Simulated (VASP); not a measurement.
# InP (I-4m2) in VASP: further runs

Runs on InP. Level: r2SCAN. Tasks: single point.

Everything below comes from runs of VASP 6.6.1. Logs are shortened: lines on timing, memory, paths and dates and some standing lists are left out, and cuts for length are marked.

## (1) The cell of the first run

The structure is tetragonal, space group I-4m2 (No. 119). The conventional cell has a = 4.144 Å, b = 4.144 Å, c = 5.978 Å, α = 90.00°, β = 90.00°, γ = 90.00°. In (site symmetry -4m2) has 4 P at 2.55 Å within 3.4 Å. Within 3.4 Å of P (site symmetry -4m2) lie 4 In at 2.55 Å.

## (2) Single point, r2SCAN (strain +0.0200 x Voigt [0, 1, 0, 0, 0, 0])

POSCAR

```
InP
1.0
    0.0000000000      2.9891100000      2.9305000000
    2.9305000000      0.0000000000      2.9305000000
    2.9305000000      2.9891100000      0.0000000000
In P
1 1
Direct
    0.0000000000      0.0000000000      0.0000000000
    0.7500000000      0.7500000000      0.7500000000
```

INCAR.step1

```
PREC     = Accurate       # precision mode
ENCUT    = 520            # plane-wave cutoff, eV
ISMEAR   = 0              # smearing method
SIGMA    = 0.05           # smearing width, eV
LREAL    = False          # projectors in reciprocal space
LASPH    = True           # aspherical terms in the spheres
NELM     = 100            # most SCF steps
NBANDS   = 16             # bands
GGA      = PE             # functional
ALGO     = Normal         # electronic algorithm
EDIFF    = 1E-4           # SCF threshold, eV
LWAVE    = True           # write WAVECAR
LCHARG   = False          # write CHGCAR
```

INCAR.step2

```
PREC     = Accurate       # precision mode
ENCUT    = 520            # plane-wave cutoff, eV
EDIFF    = 1E-6           # SCF threshold, eV
ISMEAR   = 0              # smearing method
SIGMA    = 0.05           # smearing width, eV
LREAL    = False          # projectors in reciprocal space
LASPH    = True           # aspherical terms in the spheres
NELM     = 100            # most SCF steps
ALGO     = Normal         # electronic algorithm
ISIF     = 2              # what is computed and relaxed
LWAVE    = False          # write WAVECAR
LCHARG   = False          # write CHGCAR
METAGGA  = R2SCAN         # meta-GGA
LMIXTAU  = True         
NBANDS   = 16             # bands
ISTART   = 1
```

KPOINTS

```
regular mesh
0
Gamma
  8 8 8
```

Potentials or basis: VASP PAW PBE potentials, release 64 (In_d, P).

Run with:

```bash
cat potpaw_PBE.64/In_d/POTCAR potpaw_PBE.64/P/POTCAR > POTCAR
cp INCAR.step1 INCAR
mpirun -np 1 vasp_std > vasp.out
cp INCAR.step2 INCAR
mpirun -np 1 vasp_std > vasp.out
```

OUTCAR:

```text
PREC = Accurate
   ENCUT = 520
   EDIFF = 1E-6
   ISMEAR = 0
   LREAL = False
   LASPH = True
   NELM = 100
   ISIF = 2
   METAGGA = R2SCAN
   ISTART = 1

 ion  position               nearest neighbor table
   1  0.000  0.000  0.000-   2 2.55   2 2.55   2 2.55   2 2.55
   2  0.750  0.750  0.750-   1 2.55   1 2.55   1 2.55   1 2.55

  LATTYP: Found a body centered tetragonal cell.
 ALAT       =     4.1443528445
 C/A-ratio  =     1.4424978336

  Lattice vectors:

 A1 = (   0.0000000000,  -2.9891100000,   2.9305000000)
 A2 = (   0.0000000000,  -2.9891100000,  -2.9305000000)
 A3 = (   2.9305000000,   2.9891100000,   0.0000000000)

Analysis of symmetry for initial positions (statically):
=====================================================================
 Subroutine PRICEL returns:
 Original cell was already a primitive cell.

 Routine SETGRP: Setting up the symmetry group for a
 body centered tetragonal supercell.

 Subroutine GETGRP returns: Found  8 space group operations
 (whereof  8 operations were pure point group operations)
 out of a pool of 16 trial point group operations.

The static configuration has the point symmetry D_2d.

Analysis of symmetry for dynamics (positions and initial velocities):
=====================================================================
 Subroutine PRICEL returns:
 Original cell was already a primitive cell.

 Routine SETGRP: Setting up the symmetry group for a
 body centered tetragonal supercell.

 Subroutine GETGRP returns: Found  8 space group operations
 (whereof  8 operations were pure point group operations)
 out of a pool of 16 trial point group operations.

The dynamic configuration has the point symmetry D_2d.

 Subroutine INISYM returns: Found  8 space group operations
 (whereof  8 operations are pure point group operations),
 and found     1 'primitive' translations

----------------------------------------------------------------------------------------

                                     Primitive cell

  volume of cell :      51.3399

  direct lattice vectors                    reciprocal lattice vectors
     0.000000000  2.989110000  2.930500000    -0.170619348  0.167273871  0.170619348
     2.930500000  0.000000000  2.930500000     0.170619348 -0.167273871  0.170619348
     2.930500000  2.989110000  0.000000000     0.170619348  0.167273871 -0.170619348

  length of vectors
     4.186001534  4.144352845  4.186001534     0.293602575  0.293602575  0.293602575

  position of ions in fractional coordinates (direct lattice)
     0.000000000  0.000000000  0.000000000
     0.750000000  0.750000000  0.750000000

  ion indices of the primitive-cell ions
   primitive index   ion index
                 1           1
                 2           2

----------------------------------------------------------------------------------------

 KPOINTS: regular mesh

Automatic generation of k-mesh.
 Grid dimensions read from file:
 generate k-points for:    8    8    8

 Generating k-lattice:

  Cartesian coordinates                     Fractional coordinates (reciprocal lattice)
    -0.021327419  0.020909234  0.021327419     0.125000000  0.000000000  0.000000000
     0.021327419 -0.020909234  0.021327419    -0.000000000  0.125000000 -0.000000000
     0.021327419  0.020909234 -0.021327419     0.000000000  0.000000000  0.125000000

  Length of vectors
     0.036700322  0.036700322  0.036700322

  Shift w.r.t. Gamma in fractional coordinates (k-lattice)
     0.000000000  0.000000000  0.000000000

 Subroutine IBZKPT returns following result:
 ===========================================

 Found     59 irreducible k-points:

 Following reciprocal coordinates:
            Coordinates               Weight
  0.000000  0.000000  0.000000      1.000000
  0.125000  0.000000  0.000000      8.000000
  0.250000  0.000000  0.000000      8.000000
  0.375000  0.000000  0.000000      8.000000
  0.500000  0.000000  0.000000      4.000000
  0.125000  0.125000  0.000000      4.000000
[... 16 lines left out ...]
  0.250000  0.000000  0.125000      8.000000
  0.375000  0.000000  0.125000      8.000000
 [... further k-points ...]
   k-points           NKPTS =     59   k-points in BZ     NKDIM =     59   number of bands    NBANDS=     16
   number of dos      NEDOS =    301   number of ions     NIONS =      2
   total plane-waves  NPLWV =  32768
   dimension x,y,z NGX =    32 NGY =   32 NGZ =   32
   dimension x,y,z NGXF=    64 NGYF=   64 NGZF=   64
   ions per type =               1   1
   NGX,Y,Z   is equivalent  to a cutoff of  12.71, 12.84, 12.71 a.u.
   NGXF,Y,Z  is equivalent  to a cutoff of  25.42, 25.67, 25.42 a.u.
 SYSTEM =  unknown system
   PREC   = accura    normal or accurate (medium, high low for compatibility)
   ISTART =      1    job   : 0-new  1-cont  2-samecut
   ICHARG =      0    charge: 1-file 2-atom 10-const
   ISPIN  =      1    spin polarized calculation?
   LNONCOLLINEAR =      F non collinear calculations
   LSORBIT =      F    spin-orbit coupling
   LASPH  =      T    aspherical Exc in radial PAW
   ENCUT  =  520.0 eV  38.22 Ry    6.18 a.u.   7.78  7.71  7.78*2*pi/ulx,y,z
   NELM   =    100;   NELMIN=  2; NELMDL=  0     # of ELM steps
   EDIFF  = 0.1E-05   stopping-criterion for ELM
   LREAL  =      F    real-space projection
   EDIFFG = 0.1E-04   stopping-criterion for IOM
   NSW    =      0    number of steps for IOM
   IBRION =     -1    ionic relax: 0-MD 1-quasi-New 2-CG
   NFREE  =      0    steps in history (QN), initial steepest desc. (CG)
   ISIF   =      2    stress and relaxation
   ISYM   =      2    0-nonsym 1-usesym 2-fastsym
   POTIM  = 0.5000    time-step for ionic-motion
   TEBEG  =    0.0;   TEEND  =   0.0 temperature during run
   PSTRESS=    0.0 pullay stress
   NELECT =      18.0000    total number of electrons
   NUPDOWN=      -1.0000    fix difference up-down
   EMIN   =  10.00;   EMAX   =-10.00  energy-range for DOS
   EFERMI =   0.00;   METHOD = LEGACY
   ISMEAR =     0;   SIGMA  =   0.05  broadening in eV -4-tet -1-fermi 0-gaus
   EFERMI_NEDOS =   21; number of points for ismear=-14 and -15
   IALGO  =     38    algorithm
   IMIX   =      4    mixing-type and parameters
     AMIX     =   0.40;   BMIX     =  1.00
     AMIX_MAG =   1.60;   BMIX_MAG =  1.00
  volume/ion in A,a.u.               =      25.67       173.23
  Fermi-wavevector in a.u.,A,eV,Ry     =   1.154376  2.181454 18.130899  1.332584
  Thomas-Fermi vector in A             =   2.291013
   LORBIT       =      0    0 simple, 1 ext, 2 COOP (PROOUT), +10 PAW based schemes
   METAGGA = R2SCAN    functional components
   LHFCALC =     F    Hartree Fock is set to
   AEXX    =    0.0000 exact exchange contribution
   IVDW    =     0    specifies the selected vdW correction
   LEPSILON=     F    determine dielectric tensor
   LRPA    =     F    only Hartree local field effects (RPA)
 non-spin polarized calculation
 Gauss-broadening in eV      SIGMA  =   0.05
  energy-cutoff  :      520.00
  volume of cell :       51.34
 maximum number of plane-waves:      1403
   NGX = 15   NGY = 15   NGZ = 15

 number of electron      18.0000007 magnetization

 Free energy of the ion-electron system (eV)
  ---------------------------------------------------
  ext. energy  EPLUGINS =         0.00000000
  ---------------------------------------------------
  free energy    TOTEN  =       -32.29534847 eV

  energy without entropy =      -32.29534847  energy(sigma->0) =      -32.29534847

 E-fermi :   5.0831     XC(G=0):  -9.7892

 val. band max:        4.8293772161   @ k =   0.0000   0.0000   0.0000
 cond. band min:       5.8473299864   @ k =   0.0000   0.0000   0.0000
 fundamental gap:      1.0179527703
 Fermi energy:         5.0831069918

 k-point     1 :       0.0000    0.0000    0.0000
  band No.  band energies     occupation
      1      -9.8284      2.00000
      2      -9.8196      2.00000
      3      -9.8196      2.00000
      4      -9.6557      2.00000
      5      -9.6527      2.00000
      6      -7.0649      2.00000
[... 8 lines left out ...]
     15      14.5270      0.00000
     16      14.8442      0.00000

 k-point     2 :       0.1250    0.0000    0.0000
  band No.  band energies     occupation
      1      -9.8430      2.00000
      2      -9.8173      2.00000
      3      -9.8121      2.00000
      4      -9.6559      2.00000
      5      -9.6521      2.00000
      6      -6.8823      2.00000
[... 8 lines left out ...]
     15      14.1604      0.00000
     16      14.6269      0.00000

 k-point     3 :       0.2500    0.0000    0.0000
  band No.  band energies     occupation
      1      -9.8880      2.00000
      2      -9.8012      2.00000
      3      -9.7959      2.00000
      4      -9.6544      2.00000
      5      -9.6487      2.00000
      6      -6.3747      2.00000
[... 8 lines left out ...]
     15      13.8684      0.00000
     16      14.4182      0.00000

 k-point     4 :       0.3750    0.0000    0.0000
  band No.  band energies     occupation
      1      -9.9302      2.00000
      2      -9.7882      2.00000
      3      -9.7829      2.00000
      4      -9.6494      2.00000
      5      -9.6416      2.00000
      6      -5.7029      2.00000
[... 8 lines left out ...]
     15      14.7747      0.00000
     16      14.8533      0.00000
[... 324 lines left out ...]
 k-point    22 :       0.1250    0.0000    0.1250
  band No.  band energies     occupation
      1      -9.8617      2.00000
      2      -9.8050      2.00000
      3      -9.8050      2.00000
      4      -9.6577      2.00000
      5      -9.6510      2.00000
      6      -6.8277      2.00000
[... 8 lines left out ...]
     15      14.9876      0.00000
     16      14.9887      0.00000

 k-point    23 :       0.2500    0.0000    0.1250
  band No.  band energies     occupation
      1      -9.8964      2.00000
      2      -9.7927      2.00000
      3      -9.7880      2.00000
      4      -9.6609      2.00000
      5      -9.6466      2.00000
      6      -6.4329      2.00000
[... 8 lines left out ...]
     15      14.8118      0.00000
     16      15.7216      0.00000

 k-point    24 :       0.3750    0.0000    0.1250
  band No.  band energies     occupation
      1      -9.9318      2.00000
      2      -9.7834      2.00000
      3      -9.7736      2.00000
      4      -9.6568      2.00000
      5      -9.6430      2.00000
      6      -5.8026      2.00000
[... 8 lines left out ...]
     15      15.2775      0.00000
     16      15.3599      0.00000

 [... further k-points ...]

------------------------ aborting loop because EDIFF is reached ----------------------------------------

  FORCE on cell =-STRESS in cart. coord.  units (eV):
  Direction    XX          YY          ZZ          XY          YZ          ZX
  --------------------------------------------------------------------------------------
  -------------------------------------------------------------------------------------
  Total        0.1420623     -0.1546071      0.1420623      0.0000000      0.0000000      0.0000000
  in kB        4.4333721     -4.8248598      4.4333721      0.0000000      0.0000000      0.0000000
  external PRESSURE =       1.3472948 kB  Pullay stress =       0.0000000 kB

 VOLUME and BASIS-vectors are now :
 -----------------------------------------------------------------------------
  energy-cutoff  :      520.00
  volume of cell :       51.34
      direct lattice vectors                 reciprocal lattice vectors
     0.000000000  2.989110000  2.930500000    -0.170619348  0.167273871  0.170619348
     2.930500000  0.000000000  2.930500000     0.170619348 -0.167273871  0.170619348
     2.930500000  2.989110000  0.000000000     0.170619348  0.167273871 -0.170619348

 POSITION                                       TOTAL-FORCE (eV/Angst)
 -----------------------------------------------------------------------------------
      0.00000      0.00000      0.00000        -0.000000      0.000000     -0.000000
      4.39575      4.48367      4.39575         0.000000     -0.000000      0.000000
 -----------------------------------------------------------------------------------
    total drift:                                0.000004     -0.000002      0.000004

  FREE ENERGIE OF THE ION-ELECTRON SYSTEM (eV)
  ---------------------------------------------------
  free  energy   TOTEN  =       -32.2953484654 eV

  energy  without entropy=      -32.2953484654  energy(sigma->0) =      -32.29534847
```

It took 2.6 min on 1 thread of Intel Xeon 8259CL, shared host; peak memory 0.21 GiB.

What came out:

```yaml
Free_energy: -32.2953 eV
Pressure: 0.1 GPa
Band_gap_on_the_k_mesh: 1.02 eV
```

Caveat: the cell differs from its parent crystal (strain +0.0200 x Voigt [0, 1, 0, 0, 0, 0]); the PAW data sets were made with another functional, which shifts forces and pressure a little; spin-orbit coupling is left out, which moves the levels of the heavy elements.

## (3) Single point, r2SCAN (strain +0.0300 x Voigt [0, 1, 0, 0, 0, 0])

POSCAR

```
InP
1.0
    0.0000000000      3.0184150000      2.9305000000
    2.9305000000      0.0000000000      2.9305000000
    2.9305000000      3.0184150000      0.0000000000
In P
1 1
Direct
    0.0000000000      0.0000000000      0.0000000000
    0.7500000000      0.7500000000      0.7500000000
```

INCAR.step1

```
SYSTEM = InP
ALGO     = Normal         ! electronic algorithm
EDIFF    = 1E-4           ! SCF threshold, eV
ENCUT    = 520            ! plane-wave cutoff, eV
GGA      = PE             ! functional
ISMEAR   = 0              ! smearing method
LASPH    = .True.         ! aspherical terms in the spheres
LCHARG   = .False.        ! write CHGCAR
LREAL    = .False.        ! projectors in reciprocal space
LWAVE    = .True.         ! write WAVECAR
NBANDS   = 16             ! bands
NELM     = 80             ! most SCF steps
PREC     = Accurate       ! precision mode
SIGMA    = 0.05           ! smearing width, eV
```

INCAR.step2

```
SYSTEM = InP
ALGO     = Normal         ! electronic algorithm
EDIFF    = 1E-7           ! SCF threshold, eV
ENCUT    = 520            ! plane-wave cutoff, eV
ISIF     = 2              ! what is computed and relaxed
ISMEAR   = 0              ! smearing method
ISTART   = 1            
LASPH    = .True.         ! aspherical terms in the spheres
LCHARG   = .True.         ! write CHGCAR
LELF     = .True.         ! ELF
LMIXTAU  = .True.       
LREAL    = .False.        ! projectors in reciprocal space
LVHAR    = .True.       
LWAVE    = .False.        ! write WAVECAR
METAGGA  = R2SCAN         ! meta-GGA
NBANDS   = 16             ! bands
NELM     = 80             ! most SCF steps
PREC     = Accurate       ! precision mode
SIGMA    = 0.05           ! smearing width, eV
```

KPOINTS

```
k-points
0
Gamma
  8 8 8
  0 0 0
```

Potentials or basis: VASP PAW PBE potentials, release 64 (In_d, P).

Run with:

```bash
cat potpaw_PBE.64/In_d/POTCAR potpaw_PBE.64/P/POTCAR > POTCAR
cp INCAR.step1 INCAR
mpirun -np 1 vasp_std > vasp.out
cp INCAR.step2 INCAR
mpirun -np 1 vasp_std > vasp.out
```

It took 2.6 min on 1 thread of Intel Xeon 8259CL, shared host; peak memory 0.21 GiB.

Results (log left out):

```
Free energy            : -32.2924 eV
Pressure               : -0.5 GPa
Band gap on the k mesh : 0.94 eV
```

Stress tensor (GPa, compression positive):
```
-0.07  0.00  0.00
 0.00 -1.48  0.00
 0.00  0.00 -0.07
```

Levels at points of the mesh, in eV from the valence-band top:
| k point | band 7 | band 8 | band 9 | band 10 | band 11 | band 12 |
| --- | --- | --- | --- | --- | --- | --- |
| (0.00, 0.00, 0.00) | -0.15 | 0.00 | 0.00 | 0.94 | 4.38 | 4.38 |
| (0.50, 0.00, 0.00) | -5.77 | -1.11 | -0.91 | 1.72 | 5.02 | 5.21 |
| (0.50, 0.50, 0.00) | -5.73 | -2.42 | -2.40 | 1.95 | 2.41 | 9.72 |
| (0.50, 0.00, 0.50) | -5.92 | -2.24 | -2.24 | 2.12 | 2.68 | 9.44 |

Caveat: the cell differs from its parent crystal (strain +0.0300 x Voigt [0, 1, 0, 0, 0, 0]); the PAW data sets were made with another functional, which shifts forces and pressure a little; spin-orbit coupling is left out, which moves the levels of the heavy elements.
